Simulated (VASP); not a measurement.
## Si2Ni: single point with r2SCAN

The system is Si2Ni.

```
Ni Si
1.0
     0.00000    2.70300    2.70300
     2.70300    0.00000    2.70300
     2.70300    2.70300    0.00000
Ni Si
1 2
Direct
  0.00000 0.00000 0.00000
  0.75000 0.75000 0.75000
  0.25000 0.25000 0.25000
```

```
Program             : VASP 6.6.1
Task                : single point
Functional          : r2SCAN
Potentials or basis : VASP PAW PBE potentials, release 64 (Ni, Si)
Cutoff              : 520 eV
k mesh              : 9 × 9 × 9
Occupations         : fermi-dirac, width 0.05 eV
Spin                : collinear spin, ferromagnetic start
Starting moments    : [1.0, 0.0, 0.0] μB
```

```
Pressure                                              : -1.6 GPa
Band gap on the k mesh                                : zero (filled and empty bands overlap)
Net moment                                            : 0.00 μB per cell
Valence electrons inside the program's atomic spheres : Ni 9.88; Si 1.59
```

Levels at points of the mesh, in eV from the Fermi level:
Spin up:
```
           k point  band 5  band 6  band 7  band 8  band 9  band 10  band 11  band 12  band 13  band 14
(0.00, 0.00, 0.00)   -3.77   -3.77    0.02    1.71    1.71     1.71     2.29     2.29     2.29     5.07
```
Spin down:
```tsv
k point	band 6	band 7	band 8	band 9	band 10	band 11	band 12	band 13
(0.00, 0.00, 0.00)	-3.77	0.02	1.71	1.71	1.71	2.29	2.29	2.29
```

It took 2.8 min on 1 thread of Intel(R) Xeon(R) Platinum 8259CL CPU @ 2.50GHz (Skylake/Cascade Lake) (shared host), peak memory 0.2 GiB.

Caveat: the PAW data sets were made with another functional, which shifts forces and pressure a little.
